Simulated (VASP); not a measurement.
## KRh: single point with PBE

KRh:

```xyz
2
Lattice="3.6253 0.0000 0.0000 0.5837 3.6266 0.0000 0.4939 0.5323 4.4705" Properties=species:S:1:pos:R:3 pbc="T T T"
K     2.1045    1.8133    0.0000
Rh    0.5388    2.0795    2.2352
```

The cell was generated, and may not be a known phase.

```
Program                : VASP 6.6.1
Task                   : single point
Functional             : PBE
Potentials or basis    : VASP PAW PBE potentials, release 64 (K_sv, Rh_pv)
Cutoff                 : 520 eV
k mesh                 : 6 × 6 × 4
Occupations            : gaussian, width 0.1 eV
Spin                   : no spin polarisation
Dipole correction      : no
Further INCAR settings : ALGO = Normal; EDIFF = 1e-07; NBANDS = 19
```

```json
{
 "Pressure": "-0.4 GPa",
 "Band gap on the k mesh": "zero (bands 12 and 13 overlap by 0.53 eV)"
}
```

Stress tensor (GPa, compression positive):
```
-0.97 -0.53 -1.58
-0.53 -6.44  1.36
-1.58  1.36  6.11
```

Levels at points of the mesh, in eV from the Fermi level:
```csv
k point,band 10,band 11,band 12,band 13,band 14,band 15
"(0.00, 0.00, 0.00)",-0.92,-0.59,-0.21,0.03,4.81,5.76
"(0.50, 0.00, 0.00)",-0.22,-0.09,-0.03,1.06,1.69,4.27
"(0.00, 0.50, 0.00)",-0.73,-0.58,-0.20,1.21,1.57,6.42
"(0.50, 0.50, 0.00)",-0.30,-0.02,0.37,1.77,3.15,3.88
"(0.00, 0.00, 0.50)",-0.13,-0.07,0.04,0.44,0.61,5.10
"(0.50, 0.00, 0.50)",-0.51,-0.32,-0.13,1.34,2.59,3.76
"(0.00, 0.50, 0.50)",-0.20,-0.07,0.18,1.21,2.65,3.06
"(0.50, 0.50, 0.50)",-0.79,-0.46,0.33,3.01,3.72,4.95
```

It took 2.1 min on 1 thread of Oxide Virtual Turin-like Processor, with other jobs on the host, peak memory 0.2 GiB.

Caveat: the stress differs along the axes, from -6 to 6 GPa.
